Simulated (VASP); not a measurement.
Set up this calculation in VASP 6.6.1, as the native input.

| Item | Value |
| --- | --- |
| Task | single point |
| Functional | PBE |
| Potentials or basis | VASP PAW PBE potentials, release 64 (Na_pv, F) |
| Cutoff | 600 eV |
| k mesh | 6 × 6 × 6 |
| Occupations | gaussian, width 0.01 eV |
| Spin | no spin polarisation |
| Dipole correction | no |
| Further INCAR settings | ALGO = Normal; EDIFF = 1e-06; NBANDS = 14 |

The structure of NaF lies in POSCAR:

```
NaF
1.0
    0.0660457016      2.2972417931      2.2972417931
    2.2972417931      0.0660457016      2.2972417931
    2.3632874946      2.3632874946     -0.0000000001
Na F
1 1
Direct
    0.0000000000      0.0000000000      0.0000000000
    0.5000000000      0.5000000000      0.5000000000
```

This cell differs from its parent crystal: shear xy strain +5.8%.

One way to write it, as run:

INCAR

```
ALGO = Normal
EDIFF = 1E-6
ENCUT = 600
GGA = PE
GGA_COMPAT = False
ISIF = 2
ISMEAR = 0
LASPH = True
LCHARG = False
LREAL = False
LWAVE = False
NBANDS = 14
NELM = 120
PREC = Accurate
SIGMA = 0.01
```

KPOINTS

```
k-points
0
Gamma
  6 6 6
```

Potentials or basis: VASP PAW PBE potentials, release 64 (Na_pv, F).

Run with:

```bash
$ cat potpaw_PBE.64/Na_pv/POTCAR potpaw_PBE.64/F/POTCAR > POTCAR
$ mpirun -np 1 vasp_std > vasp.out
```

Results of the run:

```yaml
Pressure: 3.4 GPa
Band_gap_on_the_k_mesh: 6.35 eV
```

Caveat: the cell differs from its parent crystal (shear xy strain +5.8%); the cell stands under pressure.

It took 16 s on 1 thread of Intel(R) Xeon(R) Platinum 8259CL CPU @ 2.50GHz (Skylake/Cascade Lake), with other jobs on the host, peak memory 0.15 GiB.
